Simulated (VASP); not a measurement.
Write the native input for VASP 6.6.1 that does the following.

* Task: single point
* Functional: PBE
* Dispersion: D3(BJ)
* Potentials or basis: VASP PAW PBE potentials, release 64 (C, Mg)
* Cutoff: 520 eV
* k mesh: 2 × 2 × 1
* Occupations: fermi-dirac, width 0.05 eV
* Spin: no spin polarisation
* Dipole correction: no
* Further INCAR settings: LREAL = Auto; ALGO = Normal; EDIFF = 1e-07; NBANDS = 52

The structure of MgC18 lies in POSCAR:

```
MgC18
1.0
    7.3980000000      0.0000000000      0.0000000000
   -3.6990000000      6.4068560000      0.0000000000
    0.0000000000      0.0000000000     12.0000000000
C Mg
18 1
Direct
    0.0045543414      0.0024517486      0.0780607500
    0.2258949095      0.1131682997      0.0779492500
    0.0045524461      0.3344841838      0.0780610833
    0.2258961039      0.4451066170      0.0779480833
    0.0032149521      0.6677994636      0.0779504167
    0.2270657362      0.7797248760      0.0776232500
    0.3378235723      0.0012294642      0.0776189167
    0.5593151040      0.1119678669      0.0776014167
    0.3366238354      0.3345066597      0.0780599167
    0.5605497160      0.4464695320      0.0780625000
    0.3378254243      0.6689814786      0.0776157500
    0.5593134920      0.7797297145      0.0775975000
    0.6700610200      0.0012236891      0.0775890833
    0.8939359151      0.1131589347      0.0779214167
    0.6712730283      0.3358550590      0.0779389167
    0.8925860237      0.4464515825      0.0780604167
    0.6712692034      0.6678011805      0.0779343333
    0.8925859798      0.7785136735      0.0780605833
    0.4519687484      0.8918185456      0.3508459167
```

The input as run:

INCAR

```
SYSTEM = MgC18
PREC = Accurate
ENCUT = 520
EDIFF = 1E-7
ISMEAR = -1
SIGMA = 0.05
LREAL = Auto
LASPH = .TRUE.
NELM = 60
ALGO = Normal
ISIF = 2
LWAVE = .FALSE.
LCHARG = .FALSE.
GGA = PE
IVDW = 12
NBANDS = 52
```

KPOINTS

```
regular mesh
0
G
  2 2 1
  0 0 0
```

Potentials or basis: VASP PAW PBE potentials, release 64 (C, Mg).

Command:

```bash
$ cat potpaw_PBE.64/C/POTCAR potpaw_PBE.64/Mg/POTCAR > POTCAR
$ mpirun -np 1 vasp_std > vasp.out
```

Results of the run:

* Largest force: 0.014 eV/Å
* Band gap on the k mesh: 0.15 eV
* Dispersion energy per atom: -0.100 eV

Caveat: the k points lie up to 0.49 Å⁻¹ apart; there is no dipole correction, which matters where the two faces differ; semilocal functionals underestimate gaps, and a narrow one can read as zero.

Run time: 7.6 min on 1 thread of Intel Xeon 8259CL (shared host), peak memory 0.59 GiB.
